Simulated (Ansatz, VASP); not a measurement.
**Ge in VASP and in Ansatz**

Contents of POSCAR:

```
Ge
1.0
    0.0000000000      2.7177076881      2.7177076881
    2.7177076881      0.0000000000      2.7177076881
    2.7177076881      2.7177076881      0.0000000000
Ge
2
Direct
    0.5000000000      0.5000000000      0.5000000000
    0.7500000000      0.7500000000      0.7500000000
```

INCAR.step1

```
  PREC = Accurate
  ENCUT = 520
  ISMEAR = -1
  SIGMA = 0.05
  LREAL = F
  LASPH = T
  NELM = 80
  NBANDS = 21
  GGA = PE
  ALGO = Normal
  EDIFF = 1E-4
  LWAVE = T
  LCHARG = F
```

The input INCAR.step2:

```
  PREC = Accurate
  ENCUT = 520
  EDIFF = 1E-6
  ISMEAR = -1
  SIGMA = 0.05
  LREAL = F
  LASPH = T
  NELM = 80
  ALGO = Normal
  ISIF = 2
  LWAVE = F
  LCHARG = F
  METAGGA = R2SCAN
  LMIXTAU = T
  NBANDS = 21
  ISTART = 1
```

Contents of KPOINTS:

```
Automatic mesh
0
Gamma
  9 9 9
```

Input for Ansatz:

```yaml
crystal:
  lattice:
    - [0.0, 2.7177076881, 2.7177076881]
    - [2.7177076881, 0.0, 2.7177076881]
    - [2.7177076881, 2.7177076881, 0.0]
  atoms:
    - { symbol: Ge, position: [0.5, 0.5, 0.5] }
    - { symbol: Ge, position: [0.75, 0.75, 0.75] }
hamiltonian:
  xc: r2scan
  pseudopotentials:
    kind: paw
    azcp:
      Ge: "pseudopotentials/Ge.paw.azcp"
basis:
  ecutwfc: 500
  fft_grid_basis: typed
kpoints:
  mp_grid: { grid: [9, 9, 9], shift: [0, 0, 0] }
magnetization:
  spin_polarized: false
scf:
  occupations: { method: fermi_dirac, width: 0.05 }
output:
  stress: true
```

Alike in both runs: task single point; functional r2SCAN; k mesh 9 × 9 × 9; occupations fermi-dirac, width 0.05 eV; no spin polarisation.

```csv
,VASP,Ansatz
version,VASP 6.6.1,Ansatz 0.2.0
potentials or method,"VASP PAW PBE potentials, release 64 (Ge_d), cutoff 520 eV","plane waves (500 eV) with PAW, scalar-relativistic"
valence electrons in the cell,28,28
```

Ansatz gave:

```
pressure (GPa) : 12.5
```

Problem. What did VASP give for the same quantities?

Solution. Pressure (GPa): 12.6.

VASP's potentials were made for PBE, not for r2SCAN. With one functional, cell and mesh, what is left measures potentials, basis and numerics.
